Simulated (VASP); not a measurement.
# RePt2 (Immm) in VASP: notebook

RePt2 is run at these levels: r2SCAN, r2SCAN+U; tasks: single point.

All numbers are computed with VASP 6.6.1; they aren't measurements. Logs are shortened: lines on timing, memory, paths and dates and some standing lists are left out, and cuts for length are marked.

### 1 The cell of the first run

It takes space group Immm (No. 71, orthorhombic). The conventional cell has a = 2.743 Å, b = 3.908 Å, c = 8.223 Å, α = 90.00°, β = 90.00°, γ = 90.00°. Within 3.5 Å of Re (site symmetry mmm) lie 10 Pt at 2.68 to 2.90 Å and 2 Re at 2.74 Å. Within 3.2 Å of Pt (site symmetry mm2) lie 7 Pt at 2.42 to 2.93 Å and 5 Re at 2.68 to 2.90 Å.

### 2 Single point, r2SCAN

File POSCAR:

```
RePt2
1.0
    0.0000000000      0.0000000000      3.9077452200
    2.7429078200      0.0000000000      0.0000000000
    1.3714539100      4.1113671800     -1.9538721100
Re Pt
1 2
Direct
    0.0000000000      0.0000000000      0.0000000000
    0.3530000000      0.6470000000      0.7060000000
    0.6470000000      0.3530000000      0.2940000000
```

File INCAR.step1:

```
PREC = Accurate
ENCUT = 520
ISMEAR = 0
SIGMA = 0.0901
LREAL = False
LASPH = True
NELM = 100
NBANDS = 20
GGA = PE
ALGO = Normal
EDIFF = 1E-4
LWAVE = True
LCHARG = False
```

File INCAR.step2:

```
PREC = Accurate
ENCUT = 520
EDIFF = 1E-6
ISMEAR = 0
SIGMA = 0.0901
LREAL = False
LASPH = True
NELM = 100
ALGO = Normal
ISIF = 2
LWAVE = False
LCHARG = False
METAGGA = R2SCAN
LMIXTAU = True
NBANDS = 20
ISTART = 1
```

File KPOINTS:

```
Automatic mesh
0
Gamma
  7 7 7
```

Potentials or basis: VASP PAW PBE potentials, release 64 (Re, Pt).

On the command line:

```
> cat potpaw_PBE.64/Re/POTCAR potpaw_PBE.64/Pt/POTCAR > POTCAR
> cp INCAR.step1 INCAR
> mpirun -np 1 vasp_std > vasp.out
> cp INCAR.step2 INCAR
> mpirun -np 1 vasp_std > vasp.out
```

OUTCAR:

```text
PREC = Accurate
   ENCUT = 520
   EDIFF = 1E-6
   ISMEAR = 0
   LREAL = False
   LASPH = True
   NELM = 100
   ISIF = 2
   METAGGA = R2SCAN
   ISTART = 1

 ion  position               nearest neighbor table
   1  0.000  0.000  0.000-   2 2.68   2 2.68   3 2.68   3 2.68   3 2.68   3 2.68   2 2.68   2 2.68
                             3 2.90   2 2.90
   2  0.353  0.647  0.706-   3 2.42   1 2.68   1 2.68   1 2.68   1 2.68   1 2.90   3 2.93   3 2.93
                             3 2.93   3 2.93
   3  0.647  0.353  0.294-   2 2.42   1 2.68   1 2.68   1 2.68   1 2.68   1 2.90   2 2.93   2 2.93
                             2 2.93   2 2.93

  LATTYP: Found a body centered orthorhombic cell.
 ALAT       =     2.7429078200
 B/A-ratio  =     1.4246724558
 C/A-ratio  =     2.9978165143

  Lattice vectors:

 A1 = (  -1.3714539100,  -4.1113671800,   1.9538721100)
 A2 = (   1.3714539100,  -4.1113671800,  -1.9538731100)
 A3 = (   1.3714539100,   4.1113671800,   1.9538731100)

Analysis of symmetry for initial positions (statically):
=====================================================================
 Subroutine PRICEL returns:
 Original cell was already a primitive cell.

 Routine SETGRP: Setting up the symmetry group for a
 body centered orthorhombic supercell.

 Subroutine GETGRP returns: Found  8 space group operations
 (whereof  8 operations were pure point group operations)
 out of a pool of  8 trial point group operations.

The static configuration has the point symmetry D_2h.

Analysis of symmetry for dynamics (positions and initial velocities):
=====================================================================
 Subroutine PRICEL returns:
 Original cell was already a primitive cell.

 Routine SETGRP: Setting up the symmetry group for a
 body centered orthorhombic supercell.

 Subroutine GETGRP returns: Found  8 space group operations
 (whereof  8 operations were pure point group operations)
 out of a pool of  8 trial point group operations.

The dynamic configuration has the point symmetry D_2h.

 Subroutine INISYM returns: Found  8 space group operations
 (whereof  8 operations are pure point group operations),
 and found     1 'primitive' translations

----------------------------------------------------------------------------------------

                                     Primitive cell
[... 90 lines left out ...]
   LASPH  =      T    aspherical Exc in radial PAW
   ENCUT  =  520.0 eV  38.22 Ry    6.18 a.u.   7.27  5.10  8.84*2*pi/ulx,y,z
   NELM   =    100;   NELMIN=  2; NELMDL=  0     # of ELM steps
   EDIFF  = 0.1E-05   stopping-criterion for ELM
   LREAL  =      F    real-space projection
   EDIFFG = 0.1E-04   stopping-criterion for IOM
   NSW    =      0    number of steps for IOM
   IBRION =     -1    ionic relax: 0-MD 1-quasi-New 2-CG
   NFREE  =      0    steps in history (QN), initial steepest desc. (CG)
   ISIF   =      2    stress and relaxation
   ISYM   =      2    0-nonsym 1-usesym 2-fastsym
   POTIM  = 0.5000    time-step for ionic-motion
   TEBEG  =    0.0;   TEEND  =   0.0 temperature during run
   PSTRESS=    0.0 pullay stress
   NELECT =      27.0000    total number of electrons
   NUPDOWN=      -1.0000    fix difference up-down
   EMIN   =  10.00;   EMAX   =-10.00  energy-range for DOS
   EFERMI =   0.00;   METHOD = LEGACY
   ISMEAR =     0;   SIGMA  =   0.09  broadening in eV -4-tet -1-fermi 0-gaus
   EFERMI_NEDOS =   21; number of points for ismear=-14 and -15
   IALGO  =     38    algorithm
   IMIX   =      4    mixing-type and parameters
     AMIX     =   0.40;   BMIX     =  1.00
     AMIX_MAG =   1.60;   BMIX_MAG =  1.00
  volume/ion in A,a.u.               =      14.69        99.13
  Fermi-wavevector in a.u.,A,eV,Ry     =   1.390448  2.627566 26.304776  1.933346
  Thomas-Fermi vector in A             =   2.514382
   LORBIT       =      0    0 simple, 1 ext, 2 COOP (PROOUT), +10 PAW based schemes
   METAGGA = R2SCAN    functional components
   LHFCALC =     F    Hartree Fock is set to
   AEXX    =    0.0000 exact exchange contribution
   IVDW    =     0    specifies the selected vdW correction
   LEPSILON=     F    determine dielectric tensor
   LRPA    =     F    only Hartree local field effects (RPA)
 non-spin polarized calculation
 Gauss-broadening in eV      SIGMA  =   0.09
  energy-cutoff  :      520.00
  volume of cell :       44.07
 maximum number of plane-waves:      1213
 NGX is ok and might be reduce to    30
   NGX = 15   NGY = 11   NGZ = 17

 number of electron      27.0000000 magnetization

 Free energy of the ion-electron system (eV)
  ---------------------------------------------------
  ext. energy  EPLUGINS =         0.00000000
  ---------------------------------------------------
  free energy    TOTEN  =      -155.18305150 eV

  energy without entropy =     -155.17347083  energy(sigma->0) =     -155.17826117

 E-fermi :  10.9358     XC(G=0): -14.8813

 val. band max:       10.9324336049   @ k =  -0.2857   0.2857  -0.0000
 cond. band min:      10.9486154544   @ k =   0.0000  -0.2857   0.2857
 fundamental gap:      0.0161818494
 Fermi energy:        10.9358274742

 k-point     1 :       0.0000    0.0000    0.0000
  band No.  band energies     occupation
      1      -0.4609      2.00000
      2       3.8174      2.00000
      3       4.4103      2.00000
      4       5.1348      2.00000
      5       5.3974      2.00000
      6       5.7698      2.00000
[... 541 lines left out ...]
     19      17.8816      0.00000
     20      20.2206      0.00000

 [... further k-points ...]

------------------------ aborting loop because EDIFF is reached ----------------------------------------

  FORCE on cell =-STRESS in cart. coord.  units (eV):
  Direction    XX          YY          ZZ          XY          YZ          ZX
  --------------------------------------------------------------------------------------
  -------------------------------------------------------------------------------------
  Total        2.6158231      7.3223922      2.1696943      0.0000000      0.0000009      0.0000000
  in kB       95.1032235    266.2194940     78.8833615      0.0000000      0.0000324      0.0000000
  external PRESSURE =     146.7353596 kB  Pullay stress =       0.0000000 kB

 VOLUME and BASIS-vectors are now :
 -----------------------------------------------------------------------------
  energy-cutoff  :      520.00
  volume of cell :       44.07
      direct lattice vectors                 reciprocal lattice vectors
     0.000000000  0.000000000  3.907745220     0.000000000  0.121614016  0.255902047
     2.742907820  0.000000000  0.000000000     0.364576597 -0.121614047  0.000000000
     1.371453910  4.111367180 -1.953872110     0.000000000  0.243228093  0.000000000

 POSITION                                       TOTAL-FORCE (eV/Angst)
 -----------------------------------------------------------------------------------
      0.00000      0.00000      0.00000         0.000000      0.000000      0.000000
      2.74291      2.90263      0.00000         0.000000     -4.738685     -0.000001
      1.37145      1.20874      1.95387         0.000000      4.738685      0.000001
 -----------------------------------------------------------------------------------
    total drift:                               -0.000000     -0.000000      0.000000

  FREE ENERGIE OF THE ION-ELECTRON SYSTEM (eV)
  ---------------------------------------------------
  free  energy   TOTEN  =      -155.1830514997 eV

  energy  without entropy=     -155.1734708328  energy(sigma->0) =     -155.17826117
```

OSZICAR.step1:

```text
N       E                     dE             d eps       ncg     rms          rms(c)
DAV:   1     0.130877315495E+03    0.13088E+03   -0.13566E+04  4136   0.144E+03
DAV:   2    -0.225824927794E+02   -0.15346E+03   -0.14446E+03  4056   0.357E+02
DAV:   3    -0.259239177525E+02   -0.33414E+01   -0.33079E+01  3960   0.607E+01
DAV:   4    -0.259429109528E+02   -0.18993E-01   -0.18969E-01  3400   0.324E+00
DAV:   5    -0.259435020399E+02   -0.59109E-03   -0.59094E-03  3756   0.497E-01    0.346E+01
DAV:   6    -0.246357570890E+02    0.13077E+01   -0.23100E+00  4056   0.143E+01    0.160E+01
DAV:   7    -0.245707737036E+02    0.64983E-01   -0.23537E+00  4200   0.362E+01    0.457E+00
DAV:   8    -0.243048547614E+02    0.26592E+00   -0.11876E+00  4280   0.223E+01    0.257E+00
DAV:   9    -0.242971791293E+02    0.76756E-02   -0.44979E-02  4012   0.185E+00    0.109E+00
DAV:  10    -0.242951514998E+02    0.20276E-02   -0.29590E-03  3972   0.697E-01    0.860E-02
DAV:  11    -0.242951669388E+02   -0.15439E-04   -0.39502E-05  1580   0.198E-01
   1 F= -.24295167E+02 E0= -.24290007E+02  d E =-.103206E-01
```

Run time: 2.6 min. Hardware: 1 thread of Intel Xeon Platinum 8259CL at 2.50GHz (Skylake/Cascade Lake), shared host; peak memory 0.2 GiB.

Results:

```
Free energy            : -155.1831 eV
Pressure               : 14.7 GPa
Largest force          : 4.739 eV/Å
Band gap on the k mesh : zero (an odd number of electrons rules out a gap without spin polarisation)
```

Forces on the atoms (eV/Å):
```
Re   0.000  0.000  0.000
Pt   0.000 -4.739  0.000
Pt   0.000  4.739  0.000
```

Caveat: the stress differs along the axes, from 8 to 27 GPa; the PAW data sets were made with another functional, which shifts forces and pressure a little; spin-orbit coupling is left out, which moves the levels of the heavy elements.

### 3 Single point, r2SCAN+U

POSCAR is that of step 2.

File INCAR.step1:

```
ALGO = Normal
EDIFF = 1E-4
ENCUT = 520
GGA = PE
ISMEAR = 0
LASPH = T
LCHARG = F
LDAU = T
LDAUJ = 0 0
LDAUL = 2 -1
LDAUTYPE = 2
LDAUU = 2 0
LMAXMIX = 4
LREAL = F
LWAVE = T
NBANDS = 20
NELM = 150
PREC = Accurate
SIGMA = 0.05
```

File INCAR.step2:

```
ALGO = Normal
EDIFF = 1E-6
ENCUT = 520
ISIF = 2
ISMEAR = 0
ISTART = 1
LASPH = T
LCHARG = F
LDAU = T
LDAUJ = 0 0
LDAUL = 2 -1
LDAUPRINT = 1
LDAUTYPE = 2
LDAUU = 2 0
LMAXMIX = 4
LMIXTAU = T
LREAL = F
LWAVE = F
METAGGA = R2SCAN
NBANDS = 20
NELM = 150
PREC = Accurate
SIGMA = 0.05
```

File KPOINTS:

```
k-points
0
Gamma
  7 7 7
```

Potentials or basis: VASP PAW PBE potentials, release 64 (Re, Pt).

On the command line:

```
> cat potpaw_PBE.64/Re/POTCAR potpaw_PBE.64/Pt/POTCAR > POTCAR
> cp INCAR.step1 INCAR
> mpirun -np 1 vasp_std > vasp.out
> cp INCAR.step2 INCAR
> mpirun -np 1 vasp_std > vasp.out
```

OUTCAR:

```text
EDIFF = 1E-6
   ENCUT = 520
   ISIF = 2
   ISMEAR = 0
   ISTART = 1
   LASPH = T
   LREAL = F
   METAGGA = R2SCAN
   NELM = 150
   PREC = Accurate

 ion  position               nearest neighbor table
   1  0.000  0.000  0.000-   2 2.68   2 2.68   3 2.68   3 2.68   3 2.68   3 2.68   2 2.68   2 2.68
                             3 2.90   2 2.90
   2  0.353  0.647  0.706-   3 2.42   1 2.68   1 2.68   1 2.68   1 2.68   1 2.90   3 2.93   3 2.93
                             3 2.93   3 2.93
   3  0.647  0.353  0.294-   2 2.42   1 2.68   1 2.68   1 2.68   1 2.68   1 2.90   2 2.93   2 2.93
                             2 2.93   2 2.93

  LATTYP: Found a body centered orthorhombic cell.
 ALAT       =     2.7429078200
 B/A-ratio  =     1.4246724558
 C/A-ratio  =     2.9978165143

  Lattice vectors:

 A1 = (  -1.3714539100,  -4.1113671800,   1.9538721100)
 A2 = (   1.3714539100,  -4.1113671800,  -1.9538731100)
 A3 = (   1.3714539100,   4.1113671800,   1.9538731100)

Analysis of symmetry for initial positions (statically):
=====================================================================
 Subroutine PRICEL returns:
 Original cell was already a primitive cell.

 Routine SETGRP: Setting up the symmetry group for a
 body centered orthorhombic supercell.

 Subroutine GETGRP returns: Found  8 space group operations
 (whereof  8 operations were pure point group operations)
 out of a pool of  8 trial point group operations.

The static configuration has the point symmetry D_2h.

Analysis of symmetry for dynamics (positions and initial velocities):
[... 182 lines left out ...]
  o =  0.4524  v =  0.0000 -0.0000  0.8531  0.0000  0.5218  0.0000  0.0000  0.0000  0.0000  0.0000      0.0000  0.0000  0.0000  0.0000  0.0000  0.0000  0.0000  0.0000  0.0000  0.0000
  o =  0.4524  v =  0.0000  0.0000  0.0000  0.0000  0.0000  0.0000 -0.0000  0.8531  0.0000  0.5218      0.0000  0.0000  0.0000  0.0000  0.0000  0.0000  0.0000  0.0000  0.0000  0.0000
  o =  0.4729  v =  0.0000  0.0000  0.0000  0.0000  0.0000 -0.0000 -1.0000  0.0000 -0.0000 -0.0000      0.0000  0.0000  0.0000  0.0000  0.0000  0.0000  0.0000  0.0000  0.0000  0.0000
  o =  0.4729  v = -0.0000 -1.0000  0.0000 -0.0000 -0.0000  0.0000  0.0000  0.0000  0.0000  0.0000      0.0000  0.0000  0.0000  0.0000  0.0000  0.0000  0.0000  0.0000  0.0000  0.0000
  o =  0.6412  v =  0.0000  0.0000  0.0000  0.0000  0.0000  0.0000 -0.0000 -0.5218  0.0000  0.8531      0.0000  0.0000  0.0000  0.0000  0.0000  0.0000  0.0000  0.0000  0.0000  0.0000
  o =  0.6412  v =  0.0000 -0.0000 -0.5218  0.0000  0.8531  0.0000  0.0000  0.0000  0.0000  0.0000      0.0000  0.0000  0.0000  0.0000  0.0000  0.0000  0.0000  0.0000  0.0000  0.0000

 number of electron      27.0000000 magnetization

 Free energy of the ion-electron system (eV)
  ---------------------------------------------------
  ext. energy  EPLUGINS =         0.00000000
  ---------------------------------------------------
  free energy    TOTEN  =      -152.72608450 eV

  energy without entropy =     -152.72240130  energy(sigma->0) =     -152.72424290

 E-fermi :  10.9514     XC(G=0): -14.8811

 val. band max:       10.9422654579   @ k =   0.1429   0.2857   0.0000
 cond. band min:      10.9560430040   @ k =   0.1429   0.0000   0.4286
 fundamental gap:      0.0137775461
 Fermi energy:        10.9513869663

 k-point     1 :       0.0000    0.0000    0.0000
  band No.  band energies     occupation
      1      -0.4589      2.00000
      2       3.7277      2.00000
      3       4.4258      2.00000
      4       5.1527      2.00000
      5       5.3975      2.00000
      6       5.7790      2.00000
[... 541 lines left out ...]
     19      17.9059      0.00000
     20      20.2369      0.00000

 [... further k-points ...]

------------------------ aborting loop because EDIFF is reached ----------------------------------------

  FORCE on cell =-STRESS in cart. coord.  units (eV):
  Direction    XX          YY          ZZ          XY          YZ          ZX
  --------------------------------------------------------------------------------------
  -------------------------------------------------------------------------------------
  Total        2.4224880      7.4696426      2.5470288      0.0000000      0.0000009      0.0000000
  in kB       88.0741596    271.5730617     92.6020762      0.0000000      0.0000330      0.0000000
  external PRESSURE =     150.7497658 kB  Pullay stress =       0.0000000 kB

 VOLUME and BASIS-vectors are now :
 -----------------------------------------------------------------------------
  energy-cutoff  :      520.00
  volume of cell :       44.07
      direct lattice vectors                 reciprocal lattice vectors
     0.000000000  0.000000000  3.907745220     0.000000000  0.121614016  0.255902047
     2.742907820  0.000000000  0.000000000     0.364576597 -0.121614047  0.000000000
     1.371453910  4.111367180 -1.953872110     0.000000000  0.243228093  0.000000000

 POSITION                                       TOTAL-FORCE (eV/Angst)
 -----------------------------------------------------------------------------------
      0.00000      0.00000      0.00000         0.000000      0.000000      0.000000
      2.74291      2.90263      0.00000         0.000000     -4.753151     -0.000001
      1.37145      1.20874      1.95387        -0.000000      4.753151      0.000001
 -----------------------------------------------------------------------------------
    total drift:                               -0.000000     -0.000000      0.000000

  FREE ENERGIE OF THE ION-ELECTRON SYSTEM (eV)
  ---------------------------------------------------
  free  energy   TOTEN  =      -152.7260844960 eV

  energy  without entropy=     -152.7224012994  energy(sigma->0) =     -152.72424290
```

OSZICAR.step1:

```text
N       E                     dE             d eps       ncg     rms          rms(c)
DAV:   1     0.133568129344E+03    0.13357E+03   -0.13573E+04  4136   0.144E+03
DAV:   2    -0.200819226805E+02   -0.15365E+03   -0.14447E+03  4044   0.357E+02
DAV:   3    -0.234258876648E+02   -0.33440E+01   -0.33145E+01  3960   0.611E+01
DAV:   4    -0.234447210564E+02   -0.18833E-01   -0.18811E-01  3424   0.324E+00
DAV:   5    -0.234453034489E+02   -0.58239E-03   -0.58226E-03  3672   0.496E-01    0.337E+01
DAV:   6    -0.221549377782E+02    0.12904E+01   -0.22808E+00  4052   0.159E+01    0.152E+01
DAV:   7    -0.220532615434E+02    0.10168E+00   -0.21057E+00  4112   0.383E+01    0.500E+00
DAV:   8    -0.218311343751E+02    0.22213E+00   -0.10068E+00  4228   0.224E+01    0.294E+00
DAV:   9    -0.218262073778E+02    0.49270E-02   -0.42985E-02  3964   0.401E+00    0.125E+00
DAV:  10    -0.218250669227E+02    0.11405E-02   -0.20492E-03  3992   0.735E-01    0.789E-01
DAV:  11    -0.218257505829E+02   -0.68366E-03   -0.39001E-03  2928   0.194E+00    0.154E-01
DAV:  12    -0.218257503756E+02    0.20734E-06   -0.59122E-05  1540   0.188E-01
   1 F= -.21825750E+02 E0= -.21824118E+02  d E =-.326484E-02
```

Wall time 3.2 min (1 thread of Intel Xeon Platinum 8259CL at 2.50GHz (Skylake/Cascade Lake), shared host); peak memory 0.21 GiB.

Results:

```yaml
Free_energy: -152.7261 eV
Pressure: 15.1 GPa
Largest_force: 4.753 eV/Å
Band_gap_on_the_k_mesh: zero (an odd number of electrons rules out a gap without spin polarisation)
```

Forces in eV/Å, atoms in the order of the input:
```
Re   0.000  0.000  0.000
Pt   0.000 -4.753  0.000
Pt   0.000  4.753  0.000
```

Eigenvalues of the final occupation matrices:
```csv
site,spin,trace,eigenvalues
site 1 d,1,2.38,0.40 0.41 0.45 0.47 0.64
site 1 d,2,2.38,0.40 0.41 0.45 0.47 0.64
```

Caveat: the stress differs along the axes, from 9 to 27 GPa; the PAW data sets were made with another functional, which shifts forces and pressure a little; spin-orbit coupling is left out, which moves the levels of the heavy elements; U without spin polarisation on a metal has little footing; the U is typed as a test and isn't derived for this compound.
